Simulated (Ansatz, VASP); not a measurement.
**Two plane-wave programs on GaC4**

```
CELL_PARAMETERS angstrom
-2.35868 2.35868 2.35868
2.35868 -2.35868 2.35868
2.35868 2.35868 -2.35868
ATOMIC_POSITIONS crystal
Ga 0.00000 0.00000 0.00000
C 0.50000 0.50000 0.50000
C 0.50000 0.00000 0.00000
C 0.00000 0.00000 0.50000
C 0.00000 0.50000 0.00000
```

Change from the starting cell: species swapped into the Hg4Pt type (Im-3m, No. 229).

Alike in both runs: functional PBE; k mesh 12 × 12 × 12; occupations gaussian, width 0.1 eV; no spin polarisation.

Ansatz relaxed the structure, and its values are those at the end. VASP's run is a single point on that final structure, the one shown.

|  | VASP | Ansatz |
| --- | --- | --- |
| version | VASP 6.6.1 | Ansatz 0.2.0 |
| potentials or method | VASP PAW PBE potentials, release 64 (Ga_d, C), cutoff 520 eV | scalar-relativistic, plane waves, PAW |
| valence electrons in the cell | 29 | 29 |

```csv
,VASP,Ansatz,Ansatz less VASP
gap on the k mesh at the Fermi level (eV),none,none,-
pressure (GPa),0.0,0.0,-0.01
```

A gap of «none» marks a metal or a gap that the smearing closes. The functional is the same, so the differences come from potentials, cutoffs and numerics.
